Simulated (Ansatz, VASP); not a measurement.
# BeS in VASP and in Ansatz

Contents of INCAR:

```
  ALGO = Normal
  EDIFF = 1E-6
  ENCUT = 600
  GGA = PS
  GGA_COMPAT = F
  ISIF = 2
  ISMEAR = 1
  LASPH = T
  LCHARG = T
  LELF = T
  LREAL = F
  LVHAR = T
  LWAVE = F
  NBANDS = 11
  NELM = 120
  PREC = Accurate
  SIGMA = 0.2
```

The input KPOINTS:

```
k-points
0
Gamma
  6 6 6
```

Contents of POSCAR:

```
BeS
1.0
    0.0000000000      2.4343066366      2.4343066366
    2.4343066366      0.0000000000      2.4343066366
    2.4343066366      2.4343066366      0.0000000000
Be S
1 1
Direct
    0.0000000000      0.0000000000      0.0000000000
    0.2500000000      0.2500000000      0.2500000000
```

Input for Ansatz:

```yaml
crystal:
  lattice:
    - [0.0, 2.4343066366, 2.4343066366]
    - [2.4343066366, 0.0, 2.4343066366]
    - [2.4343066366, 2.4343066366, 0.0]
  atoms:
    - { symbol: Be, position: [0.0, 0.0, 0.0] }
    - { symbol: S, position: [0.25, 0.25, 0.25] }
kpoints:
  mp_grid: { grid: [6, 6, 6] }
hamiltonian:
  xc: pbesol
scf:
  occupations: { method: methfessel_paxton, width: 0.2 }
  n_extra_bands: 4
output:
  forces: true
  stress: true
  eigenvalues: true
```

Alike in both runs: task single point; functional PBEsol; k mesh 6 × 6 × 6; occupations methfessel-paxton of order 1, width 0.2 eV; no spin polarisation.

```csv
,VASP,Ansatz
version,VASP 6.6.1,Ansatz 0.2.0
potentials or method,"VASP PAW PBE potentials, release 64 (Be, S)",plane waves
plane-wave cutoff (eV),600,420
valence electrons in the cell,8,8
```

```tsv
	VASP	Ansatz	Ansatz less VASP
gap on the k mesh at the Fermi level (eV)	2.95	2.95	-0.003
pressure (GPa)	-1.6	-1.7	-0.18
```

VASP's potentials were made for PBE, not for PBEsol. The functional is the same, so the differences come from potentials, cutoffs and numerics.
